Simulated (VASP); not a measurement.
Crystal: In3GaAs4.

```
CELL_PARAMETERS angstrom
-2.91524 2.91524 5.83049
2.91524 -2.91524 5.83049
2.91524 2.91524 -5.83049
ATOMIC_POSITIONS crystal
Ga 0.00000 0.00000 0.00000
As 0.37500 0.37500 0.50000
As 0.12500 0.62500 0.00000
As 0.87500 0.87500 0.50000
As 0.62500 0.12500 0.00000
In 0.75000 0.25000 0.50000
In 0.50000 0.50000 0.00000
In 0.25000 0.75000 0.50000
```

| Item | Value |
| --- | --- |
| Program | VASP 6.6.1 |
| Task | relaxation of cell and atoms |
| Functional | PBE |
| Potentials or basis | VASP PAW PBE potentials, release 64 (Ga_d, As, In_d) |
| Cutoff | 600 eV |
| k mesh | 6 × 6 × 6 |
| Occupations | fermi-dirac, width 0.02 eV |
| Spin | no spin polarisation |

At the start: pressure 9.3 GPa; volume 24.78 Å³/atom.

Problem. Where does the relaxation end?

Solution. Over 10 steps the energy falls by 120.8 meV/atom and the volume is 28.06 Å³/atom (+13.2 %); space group I-42m (No. 121, to 0.1 Å) before and after.

Step by step:
| step | energy change (eV) | largest force (eV/Å) | pressure (GPa) | volume (Å³) |
| --- | --- | --- | --- | --- |
| 1 | 0.0000 | 1.3176 | 9.33 | 198.20 |
| 2 | -0.7294 | 0.3395 | -3.17 | 242.54 |
| 3 | -0.8696 | 0.5693 | -0.50 | 227.89 |
| 4 | -0.9258 | 0.3845 | -0.30 | 226.38 |
| 5 | -0.9654 | 0.0536 | 0.17 | 223.72 |
| 6 | -0.9654 | 0.0541 | 0.15 | 223.82 |
| 7 | -0.9662 | 0.0258 | -0.08 | 224.84 |
| 8 | -0.9662 | 0.0289 | -0.05 | 224.71 |
| 9 | -0.9664 | 0.0087 | -0.01 | 224.53 |
| 10 | -0.9664 | 0.0024 | 0.00 | 224.47 |

Final structure:
```
Ga As In
1.0
    -3.03972    3.03972    6.07327
     3.03972   -3.03972    6.07327
     3.03972    3.03972   -6.07327
Ga As In
1 4 3
Direct
  0.00000 0.00000 0.00000
  0.35761 0.35761 0.47508
  0.11747 0.64239 0.00000
  0.88253 0.88253 0.52492
  0.64239 0.11747 0.00000
  0.75000 0.25000 0.50000
  0.50000 0.50000 0.00000
  0.25000 0.75000 0.50000
```
